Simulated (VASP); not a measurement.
# Ba (Im-3m) in VASP: further runs

Ba is run at these levels: LDA; tasks: single point.

Everything below comes from runs of VASP 6.6.1. Logs are shortened: lines on timing, memory, paths and dates and some standing lists are left out, and cuts for length are marked.

**1. The cell of the first run**

Symmetry: Im-3m, No. 229, cubic system. Conventional cell: a = 4.761 Å, b = 4.761 Å, c = 4.761 Å, α = 90.00°, β = 90.00°, γ = 90.00°. Within 5.4 Å of Ba (site symmetry m-3m) lie 14 Ba at 4.12 to 4.76 Å.

**2. Single point, LDA**

Contents of INCAR:

```
SYSTEM = Ba
PREC = Accurate
ENCUT = 520
EDIFF = 1E-7
ISMEAR = -1
SIGMA = 0.05
LREAL = .FALSE.
LASPH = .TRUE.
NELM = 80
ALGO = Normal
ISIF = 2
LWAVE = .FALSE.
LCHARG = .FALSE.
NBANDS = 11
```

Contents of KPOINTS:

```
regular mesh
0
G
  14 14 14
  0 0 0
```

Contents of POSCAR:

```
Ba
1.0
   -2.3806961313      2.3806961313      2.3806961313
    2.3806961313     -2.3806961313      2.3806961313
    2.3806961313      2.3806961313     -2.3806961313
Ba
1
Direct
    0.0000000000      0.0000000000      0.0000000000
```

Potentials or basis: VASP PAW LDA potentials, release 64 (Ba_sv).

The run is started by

```console
> cat potpaw_LDA.64/Ba_sv/POTCAR > POTCAR
> mpirun -np 1 vasp_std > vasp.out
```

OUTCAR:

```text
SYSTEM = Ba
   PREC = Accurate
   ENCUT = 520
   EDIFF = 1E-7
   ISMEAR = -1
   LREAL = .FALSE.
   LASPH = .TRUE.
   NELM = 80
   ISIF = 2

 ion  position               nearest neighbor table
   1  0.000  0.000  0.000-

  LATTYP: Found a body centered cubic cell.
 ALAT       =     4.7613922626

  Lattice vectors:

 A1 = (  -2.3806961313,   2.3806961313,   2.3806961313)
 A2 = (   2.3806961313,  -2.3806961313,   2.3806961313)
 A3 = (   2.3806961313,   2.3806961313,  -2.3806961313)

Analysis of symmetry for initial positions (statically):
=====================================================================
 Subroutine PRICEL returns:
 Original cell was already a primitive cell.

 Routine SETGRP: Setting up the symmetry group for a
 body centered cubic supercell.

 Subroutine GETGRP returns: Found 48 space group operations
 (whereof 48 operations were pure point group operations)
 out of a pool of 48 trial point group operations.

The static configuration has the point symmetry O_h .

Analysis of symmetry for dynamics (positions and initial velocities):
=====================================================================
 Subroutine PRICEL returns:
 Original cell was already a primitive cell.

 Routine SETGRP: Setting up the symmetry group for a
 body centered cubic supercell.

 Subroutine GETGRP returns: Found 48 space group operations
 (whereof 48 operations were pure point group operations)
 out of a pool of 48 trial point group operations.

The dynamic configuration has the point symmetry O_h .

 Subroutine INISYM returns: Found 48 space group operations
 (whereof 48 operations are pure point group operations),
 and found     1 'primitive' translations

----------------------------------------------------------------------------------------

                                     Primitive cell

  volume of cell :      53.9724

  direct lattice vectors                    reciprocal lattice vectors
    -2.380696131  2.380696131  2.380696131     0.000000000  0.210022604  0.210022604
     2.380696131 -2.380696131  2.380696131     0.210022604  0.000000000  0.210022604
     2.380696131  2.380696131 -2.380696131     0.210022604  0.210022604  0.000000000

  length of vectors
     4.123486657  4.123486657  4.123486657     0.297016814  0.297016814  0.297016814

  position of ions in fractional coordinates (direct lattice)
     0.000000000  0.000000000  0.000000000

  ion indices of the primitive-cell ions
   primitive index   ion index
[... 79 lines left out ...]
   ISIF   =      2    stress and relaxation
   ISYM   =      2    0-nonsym 1-usesym 2-fastsym
   POTIM  = 0.5000    time-step for ionic-motion
   TEBEG  =    0.0;   TEEND  =   0.0 temperature during run
   PSTRESS=    0.0 pullay stress
   NELECT =      10.0000    total number of electrons
   NUPDOWN=      -1.0000    fix difference up-down
   EMIN   =  10.00;   EMAX   =-10.00  energy-range for DOS
   EFERMI =   0.00;   METHOD = LEGACY
   ISMEAR =    -1;   SIGMA  =   0.05  broadening in eV -4-tet -1-fermi 0-gaus
   EFERMI_NEDOS =   21; number of points for ismear=-14 and -15
   IALGO  =     38    algorithm
   IMIX   =      4    mixing-type and parameters
     AMIX     =   0.40;   BMIX     =  1.00
     AMIX_MAG =   1.60;   BMIX_MAG =  1.00
  volume/ion in A,a.u.               =      53.97       364.22
  Fermi-wavevector in a.u.,A,eV,Ry     =   0.933292  1.763666 11.851136  0.871034
  Thomas-Fermi vector in A             =   2.059978
   LORBIT       =      0    0 simple, 1 ext, 2 COOP (PROOUT), +10 PAW based schemes
   GGA     = CA    functional components
   LHFCALC =     F    Hartree Fock is set to
   AEXX    =    0.0000 exact exchange contribution
   IVDW    =     0    specifies the selected vdW correction
   LEPSILON=     F    determine dielectric tensor
   LRPA    =     F    only Hartree local field effects (RPA)
 non-spin polarized calculation
  energy-cutoff  :      520.00
  volume of cell :       53.97
 maximum number of plane-waves:      1481
   NGX = 15   NGY = 15   NGZ = 15

 number of electron      10.0000000 magnetization

 number of electron       9.9999999 magnetization

 Free energy of the ion-electron system (eV)
  ---------------------------------------------------
  ext. energy  EPLUGINS =         0.00000000
  ---------------------------------------------------
  free energy    TOTEN  =        -2.25468441 eV

  energy without entropy =       -2.24477613  energy(sigma->0) =       -2.24973027

 E-fermi :   1.9500     XC(G=0):  -8.1355

 val. band max:        1.9489500405   @ k =   0.5000   0.5000   0.2857
 cond. band min:       1.9515933436   @ k =  -0.3571   0.5000   0.2143
 fundamental gap:      0.0026433030
 Fermi energy:         1.9500054400

 k-point     1 :       0.0000    0.0000    0.0000
  band No.  band energies     occupation
      1     -26.6150      2.00000
      2     -11.4565      2.00000
      3     -11.4565      2.00000
      4     -11.4565      2.00000
      5      -0.8384      2.00000
      6       3.8925      0.00000
      7       3.8925      0.00000
      8       3.8925      0.00000
      9       5.5791      0.00000
     10       5.5791      0.00000
     11       9.3944      0.00000
[... 309 lines left out ...]
 k-point    24 :       0.3571    0.2857   -0.0000
  band No.  band energies     occupation
      1     -26.5190      2.00000
      2     -12.0406      2.00000
      3     -11.9244      2.00000
      4     -11.5521      2.00000
      5       1.9396      1.10399
      6       2.6000      0.00000
      7       2.8462      0.00000
      8       5.7345      0.00000
      9       6.1016      0.00000
     10       7.6263      0.00000
     11       9.2920      0.00000

 [... further k-points ...]

------------------------ aborting loop because EDIFF is reached ----------------------------------------

  FORCE on cell =-STRESS in cart. coord.  units (eV):
  Direction    XX          YY          ZZ          XY          YZ          ZX
  --------------------------------------------------------------------------------------
  -------------------------------------------------------------------------------------
  Total        0.0243368      0.0243368      0.0243368     -0.0000000     -0.0000000      0.0000000
  in kB        0.7224409      0.7224409      0.7224409     -0.0000000     -0.0000000      0.0000000
  external PRESSURE =       0.7224409 kB  Pullay stress =       0.0000000 kB

 VOLUME and BASIS-vectors are now :
 -----------------------------------------------------------------------------
  energy-cutoff  :      520.00
  volume of cell :       53.97
      direct lattice vectors                 reciprocal lattice vectors
    -2.380696131  2.380696131  2.380696131     0.000000000  0.210022604  0.210022604
     2.380696131 -2.380696131  2.380696131     0.210022604  0.000000000  0.210022604
     2.380696131  2.380696131 -2.380696131     0.210022604  0.210022604  0.000000000

 POSITION                                       TOTAL-FORCE (eV/Angst)
 -----------------------------------------------------------------------------------
      0.00000      0.00000      0.00000         0.000000     -0.000000      0.000000
 -----------------------------------------------------------------------------------
    total drift:                               -0.000000      0.000000      0.000000

  FREE ENERGIE OF THE ION-ELECTRON SYSTEM (eV)
  ---------------------------------------------------
  free  energy   TOTEN  =        -2.2546844103 eV

  energy  without entropy=       -2.2447761310  energy(sigma->0) =       -2.24973027
```

stdout:

```text
POSCAR found type information on POSCAR Ba
 POSCAR found :  1 types and       1 ions
 scaLAPACK will be used
 LDA part: xc-table for (Slater(with rela. corr.)+CA(PZ))
 , standard interpolation
 POSCAR, INCAR and KPOINTS ok, starting setup
 FFT: planning ... GRIDC
 FFT: planning ... GRID_SOFT
 FFT: planning ... GRID
 WAVECAR not read
 entering main loop
```

It took 26 s on 1 thread of Intel Xeon Platinum 8259CL at 2.50GHz (Skylake/Cascade Lake), shared host; peak memory 0.19 GiB.

What came out:

```
Free energy            : -2.2547 eV
Pressure               : 0.1 GPa
Band gap on the k mesh : zero (bands 5 and 6 overlap by 1.34 eV)
```

Caveat: spin-orbit coupling is left out, which moves the levels of the heavy elements.

**3. Single point, LDA**

Contents of INCAR:

```
  PREC = Accurate
  ENCUT = 520
  EDIFF = 1E-6
  ISMEAR = -1
  SIGMA = 0.05
  LREAL = False
  LASPH = True
  NELM = 60
  ALGO = Normal
  ISIF = 2
  LWAVE = False
  LCHARG = False
  NBANDS = 11
```

Contents of KPOINTS:

```
regular mesh
0
Gamma
  14 14 14
```

POSCAR is that of step 2.

Potentials or basis: VASP PAW LDA potentials, release 64 (Ba_sv).

The run is started by

```console
> cat potpaw_LDA.64/Ba_sv/POTCAR > POTCAR
> mpirun -np 1 vasp_std > vasp.out
```

OUTCAR:

```text
PREC = Accurate
   ENCUT = 520
   EDIFF = 1E-6
   ISMEAR = -1
   LREAL = False
   LASPH = True
   NELM = 60
   ISIF = 2

 ion  position               nearest neighbor table
   1  0.000  0.000  0.000-

  LATTYP: Found a body centered cubic cell.
 ALAT       =     4.7613922626

  Lattice vectors:

 A1 = (  -2.3806961313,   2.3806961313,   2.3806961313)
 A2 = (   2.3806961313,  -2.3806961313,   2.3806961313)
 A3 = (   2.3806961313,   2.3806961313,  -2.3806961313)

Analysis of symmetry for initial positions (statically):
=====================================================================
 Subroutine PRICEL returns:
 Original cell was already a primitive cell.

 Routine SETGRP: Setting up the symmetry group for a
 body centered cubic supercell.

 Subroutine GETGRP returns: Found 48 space group operations
 (whereof 48 operations were pure point group operations)
 out of a pool of 48 trial point group operations.

The static configuration has the point symmetry O_h .

Analysis of symmetry for dynamics (positions and initial velocities):
=====================================================================
 Subroutine PRICEL returns:
 Original cell was already a primitive cell.

 Routine SETGRP: Setting up the symmetry group for a
 body centered cubic supercell.

 Subroutine GETGRP returns: Found 48 space group operations
 (whereof 48 operations were pure point group operations)
 out of a pool of 48 trial point group operations.

The dynamic configuration has the point symmetry O_h .

 Subroutine INISYM returns: Found 48 space group operations
 (whereof 48 operations are pure point group operations),
 and found     1 'primitive' translations

----------------------------------------------------------------------------------------

                                     Primitive cell

  volume of cell :      53.9724

  direct lattice vectors                    reciprocal lattice vectors
    -2.380696131  2.380696131  2.380696131     0.000000000  0.210022604  0.210022604
     2.380696131 -2.380696131  2.380696131     0.210022604  0.000000000  0.210022604
     2.380696131  2.380696131 -2.380696131     0.210022604  0.210022604  0.000000000

  length of vectors
     4.123486657  4.123486657  4.123486657     0.297016814  0.297016814  0.297016814

  position of ions in fractional coordinates (direct lattice)
     0.000000000  0.000000000  0.000000000

  ion indices of the primitive-cell ions
   primitive index   ion index
                 1           1

----------------------------------------------------------------------------------------

 KPOINTS: regular mesh

Automatic generation of k-mesh.
 Grid dimensions read from file:
 generate k-points for:   14   14   14

 Generating k-lattice:

  Cartesian coordinates                     Fractional coordinates (reciprocal lattice)
     0.000000000  0.015001615  0.015001615     0.071428571  0.000000000  0.000000000
     0.015001615  0.000000000  0.015001615     0.000000000  0.071428571  0.000000000
     0.015001615  0.015001615  0.000000000     0.000000000  0.000000000  0.071428571

  Length of vectors
     0.021215487  0.021215487  0.021215487

  Shift w.r.t. Gamma in fractional coordinates (k-lattice)
     0.000000000  0.000000000  0.000000000

 Subroutine IBZKPT returns following result:
 ===========================================

 Found    104 irreducible k-points:

 Following reciprocal coordinates:
            Coordinates               Weight
  0.000000  0.000000  0.000000      1.000000
  0.071429  0.000000  0.000000     12.000000
  0.142857  0.000000  0.000000     12.000000
  0.214286  0.000000  0.000000     12.000000
  0.285714  0.000000  0.000000     12.000000
  0.357143  0.000000  0.000000     12.000000
[... 16 lines left out ...]
  0.285714  0.285714  0.000000     24.000000
  0.357143  0.285714 -0.000000     24.000000
 [... further k-points ...]
   k-points           NKPTS =    104   k-points in BZ     NKDIM =    104   number of bands    NBANDS=     11
   number of dos      NEDOS =    301   number of ions     NIONS =      1
   total plane-waves  NPLWV =  32768
   dimension x,y,z NGX =    32 NGY =   32 NGZ =   32
   dimension x,y,z NGXF=    64 NGYF=   64 NGZF=   64
   ions per type =               1
   NGX,Y,Z   is equivalent  to a cutoff of  12.90, 12.90, 12.90 a.u.
   NGXF,Y,Z  is equivalent  to a cutoff of  25.80, 25.80, 25.80 a.u.
 SYSTEM =  unknown system
   PREC   = accura    normal or accurate (medium, high low for compatibility)
   ISTART =      0    job   : 0-new  1-cont  2-samecut
   ICHARG =      2    charge: 1-file 2-atom 10-const
   ISPIN  =      1    spin polarized calculation?
   LNONCOLLINEAR =      F non collinear calculations
   LSORBIT =      F    spin-orbit coupling
   LASPH  =      T    aspherical Exc in radial PAW
   ENCUT  =  520.0 eV  38.22 Ry    6.18 a.u.   7.67  7.67  7.67*2*pi/ulx,y,z
   NELM   =     60;   NELMIN=  2; NELMDL= -5     # of ELM steps
   EDIFF  = 0.1E-05   stopping-criterion for ELM
   LREAL  =      F    real-space projection
   EDIFFG = 0.1E-04   stopping-criterion for IOM
   NSW    =      0    number of steps for IOM
   IBRION =     -1    ionic relax: 0-MD 1-quasi-New 2-CG
   NFREE  =      0    steps in history (QN), initial steepest desc. (CG)
   ISIF   =      2    stress and relaxation
   ISYM   =      2    0-nonsym 1-usesym 2-fastsym
   POTIM  = 0.5000    time-step for ionic-motion
   TEBEG  =    0.0;   TEEND  =   0.0 temperature during run
   PSTRESS=    0.0 pullay stress
   NELECT =      10.0000    total number of electrons
   NUPDOWN=      -1.0000    fix difference up-down
   EMIN   =  10.00;   EMAX   =-10.00  energy-range for DOS
   EFERMI =   0.00;   METHOD = LEGACY
   ISMEAR =    -1;   SIGMA  =   0.05  broadening in eV -4-tet -1-fermi 0-gaus
   EFERMI_NEDOS =   21; number of points for ismear=-14 and -15
   IALGO  =     38    algorithm
   IMIX   =      4    mixing-type and parameters
     AMIX     =   0.40;   BMIX     =  1.00
     AMIX_MAG =   1.60;   BMIX_MAG =  1.00
  volume/ion in A,a.u.               =      53.97       364.22
  Fermi-wavevector in a.u.,A,eV,Ry     =   0.933292  1.763666 11.851136  0.871034
  Thomas-Fermi vector in A             =   2.059978
   LORBIT       =      0    0 simple, 1 ext, 2 COOP (PROOUT), +10 PAW based schemes
   GGA     = CA    functional components
   LHFCALC =     F    Hartree Fock is set to
   AEXX    =    0.0000 exact exchange contribution
   IVDW    =     0    specifies the selected vdW correction
   LEPSILON=     F    determine dielectric tensor
   LRPA    =     F    only Hartree local field effects (RPA)
 non-spin polarized calculation
  energy-cutoff  :      520.00
  volume of cell :       53.97
 maximum number of plane-waves:      1481
   NGX = 15   NGY = 15   NGZ = 15

 number of electron      10.0000000 magnetization

 number of electron       9.9999999 magnetization

 Free energy of the ion-electron system (eV)
  ---------------------------------------------------
  ext. energy  EPLUGINS =         0.00000000
  ---------------------------------------------------
  free energy    TOTEN  =        -2.25468439 eV

  energy without entropy =       -2.24477630  energy(sigma->0) =       -2.24973035

 E-fermi :   1.9500     XC(G=0):  -8.1355

 val. band max:        1.9489632103   @ k =   0.5000   0.5000   0.2857
 cond. band min:       1.9516036533   @ k =  -0.3571   0.5000   0.2143
 fundamental gap:      0.0026404430
 Fermi energy:         1.9500150872

 k-point     1 :       0.0000    0.0000    0.0000
  band No.  band energies     occupation
      1     -26.6149      2.00000
      2     -11.4564      2.00000
      3     -11.4564      2.00000
      4     -11.4564      2.00000
      5      -0.8384      2.00000
      6       3.8925      0.00000
      7       3.8925      0.00000
      8       3.8925      0.00000
      9       5.5791      0.00000
     10       5.5791      0.00000
     11       9.3944      0.00000
[... 309 lines left out ...]
 k-point    24 :       0.3571    0.2857   -0.0000
  band No.  band energies     occupation
      1     -26.5189      2.00000
      2     -12.0405      2.00000
      3     -11.9243      2.00000
      4     -11.5520      2.00000
      5       1.9396      1.10400
      6       2.6000      0.00000
      7       2.8462      0.00000
      8       5.7346      0.00000
      9       6.1016      0.00000
     10       7.6263      0.00000
     11       9.2920      0.00000

 [... further k-points ...]

------------------------ aborting loop because EDIFF is reached ----------------------------------------

  FORCE on cell =-STRESS in cart. coord.  units (eV):
  Direction    XX          YY          ZZ          XY          YZ          ZX
  --------------------------------------------------------------------------------------
  -------------------------------------------------------------------------------------
  Total        0.0237330      0.0237330      0.0237330      0.0000000     -0.0000000      0.0000000
  in kB        0.7045153      0.7045153      0.7045153      0.0000000     -0.0000000      0.0000000
  external PRESSURE =       0.7045153 kB  Pullay stress =       0.0000000 kB

 VOLUME and BASIS-vectors are now :
 -----------------------------------------------------------------------------
  energy-cutoff  :      520.00
  volume of cell :       53.97
      direct lattice vectors                 reciprocal lattice vectors
    -2.380696131  2.380696131  2.380696131     0.000000000  0.210022604  0.210022604
     2.380696131 -2.380696131  2.380696131     0.210022604  0.000000000  0.210022604
     2.380696131  2.380696131 -2.380696131     0.210022604  0.210022604  0.000000000

 POSITION                                       TOTAL-FORCE (eV/Angst)
 -----------------------------------------------------------------------------------
      0.00000      0.00000      0.00000        -0.000000     -0.000000      0.000000
 -----------------------------------------------------------------------------------
    total drift:                                0.000000      0.000000     -0.000000

  FREE ENERGIE OF THE ION-ELECTRON SYSTEM (eV)
  ---------------------------------------------------
  free  energy   TOTEN  =        -2.2546843933 eV

  energy  without entropy=       -2.2447763001  energy(sigma->0) =       -2.24973035
```

OSZICAR:

```text
N       E                     dE             d eps       ncg     rms          rms(c)
DAV:   1     0.512112130917E+02    0.51211E+02   -0.44316E+03  2288   0.765E+02
DAV:   2     0.440222331769E-01   -0.51167E+02   -0.49571E+02  2749   0.140E+02
DAV:   3    -0.219588624901E+01   -0.22399E+01   -0.22226E+01  2879   0.291E+01
DAV:   4    -0.226373498774E+01   -0.67849E-01   -0.67744E-01  2942   0.470E+00
DAV:   5    -0.226626229273E+01   -0.25273E-02   -0.25271E-02  3107   0.681E-01    0.204E+00
DAV:   6    -0.225875730648E+01    0.75050E-02   -0.56893E-03  3126   0.629E-01    0.119E+00
DAV:   7    -0.225463378636E+01    0.41235E-02   -0.86674E-03  3311   0.774E-01    0.601E-02
DAV:   8    -0.225468260577E+01   -0.48819E-04   -0.16022E-04  2808   0.710E-02    0.902E-03
DAV:   9    -0.225468468671E+01   -0.20809E-05   -0.62431E-06  3111   0.129E-02    0.232E-03
DAV:  10    -0.225468439331E+01    0.29340E-06   -0.33264E-07  1769   0.342E-03
   1 F= -.22546844E+01 E0= -.22497303E+01  d E =-.990809E-02
```

It took 25 s on 1 thread of Intel Xeon Platinum 8259CL at 2.50GHz (Skylake/Cascade Lake), shared host; peak memory 0.19 GiB.

What came out:

```
Free energy            : -2.2547 eV
Pressure               : 0.1 GPa
Band gap on the k mesh : zero (bands 5 and 6 overlap by 1.34 eV)
```

Levels at points of the mesh, in eV from the Fermi level:
```
           k point  band 3  band 4  band 5  band 6  band 7  band 8
(0.00, 0.00, 0.00)  -13.41  -13.41   -2.79    1.94    1.94    1.94
(0.50, 0.00, 0.00)  -13.65  -13.41   -1.00    0.62    1.88    3.63
(0.50, 0.50, 0.50)  -13.92  -13.92   -0.76   -0.76    5.20    5.20
```

Caveat: spin-orbit coupling is left out, which moves the levels of the heavy elements.
